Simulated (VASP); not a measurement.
## BP: single point with PBE

Crystal: BP.

```
CELL_PARAMETERS angstrom
0.00000 2.20093 2.26900
2.20093 0.00000 2.26900
2.20093 2.20093 0.00000
ATOMIC_POSITIONS crystal
B 0.00000 0.00000 0.00000
P 0.25000 0.25000 0.25000
```

```yaml
Program: VASP 6.6.1
Task: single point
Functional: PBE
Potentials_or_basis: VASP PAW PBE potentials, release 64 (B, P)
Cutoff: 500 eV
k_mesh: 8 × 8 × 8
Occupations: gaussian, width 0.05 eV
Spin: no spin polarisation
```

The pressure is 12.2 GPa. The band gap on the k mesh is 0.96 eV, indirect (least direct gap 3.34 eV).

Stress tensor (GPa, compression positive):
```
15.16  0.00  0.00
 0.00 15.16  0.00
 0.00  0.00  6.25
```

Levels at points of the mesh, in eV from the valence-band top:
| k point | band 1 | band 2 | band 3 | band 4 | band 5 | band 6 | band 7 | band 8 |
| --- | --- | --- | --- | --- | --- | --- | --- | --- |
| (0.00, 0.00, 0.00) | -16.12 | -0.32 | 0.00 | 0.00 | 3.34 | 3.34 | 3.51 | 8.19 |
| (0.50, 0.00, 0.00) | -12.56 | -9.59 | -2.15 | -1.73 | 3.83 | 4.70 | 4.81 | 10.24 |
| (0.50, 0.50, 0.00) | -11.15 | -9.20 | -4.22 | -4.22 | 1.33 | 1.80 | 12.61 | 12.61 |
| (0.50, 0.00, 0.50) | -10.83 | -8.91 | -4.58 | -4.52 | 0.99 | 1.35 | 12.19 | 12.92 |

It took 5.1 s on 1 thread of Intel(R) Xeon(R) 6975P-C (Granite Rapids), with other jobs on the host, peak memory 0.13 GiB.

A k mesh can miss the band edges. Expect the measured gap to be larger: semilocal functionals such as PBE lack the derivative discontinuity.
